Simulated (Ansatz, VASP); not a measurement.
**One calculation of BP, two programs**

INCAR

```
PREC     = Accurate       # precision mode
ENCUT    = 520            # plane-wave cutoff, eV
EDIFF    = 1E-6           # SCF threshold, eV
ISMEAR   = -1             # smearing method
SIGMA    = 0.05           # smearing width, eV
LREAL    = False          # projectors in reciprocal space
LASPH    = True           # aspherical terms in the spheres
NELM     = 80             # most SCF steps
ALGO     = Normal         # electronic algorithm
ISIF     = 2              # what is computed and relaxed
LWAVE    = False          # write WAVECAR
LCHARG   = True           # write CHGCAR
GGA      = CA             # functional
LELF     = True           # ELF
LVHAR    = True         
NBANDS   = 11             # bands
```

KPOINTS

```
Automatic mesh
0
Gamma
  10 10 10
```

File POSCAR:

```
BP
1.0
    0.0000000000      2.2383340787      2.2383340787
    2.2383340787      0.0000000000      2.2383340787
    2.2383340787      2.2383340787      0.0000000000
P B
1 1
Direct
    0.7500000000      0.7500000000      0.7500000000
    0.0000000000      0.0000000000      0.0000000000
```

input.yaml

```yaml
crystal:
  lattice:
    - [0.0, 2.2383340787, 2.2383340787]
    - [2.2383340787, 0.0, 2.2383340787]
    - [2.2383340787, 2.2383340787, 0.0]
  atoms:
    - { symbol: P, position: [0.75, 0.75, 0.75] }
    - { symbol: B, position: [0.0, 0.0, 0.0] }
hamiltonian:
  xc: lda
  pseudopotentials: { kind: paw, xc_functional: lda, accuracy: standard }
kpoints:
  mp_grid: { grid: [10, 10, 10] }
scf:
  occupations: { method: fermi_dirac, width: 0.05 }
output:
  forces: true
  stress: true
  eigenvalues: true
```

Alike in both runs: task single point; functional LDA; k mesh 10 × 10 × 10; occupations fermi-dirac, width 0.05 eV; no spin polarisation.

```csv
,VASP,Ansatz
version,VASP 6.6.1,Ansatz 0.2.0
potentials or method,"VASP PAW LDA potentials, release 64 (P, B)",JTH PAW LDA
plane-wave cutoff (eV),520,870
valence electrons in the cell,8,8
```

Ansatz gave:

| Quantity | Value |
| --- | --- |
| gap on the k mesh at the Fermi level (eV) | 1.14 |
| least direct gap on the mesh (eV) | 3.44 |
| pressure (GPa) | 1.6 |

Q: What did VASP give for the same quantities?

A: gap on the k mesh at the Fermi level (eV): 1.14; least direct gap on the mesh (eV): 3.44; pressure (GPa): 1.5.

LDA's correlation is that of Perdew and Zunger in VASP and of Perdew and Wang (1992) in Ansatz.
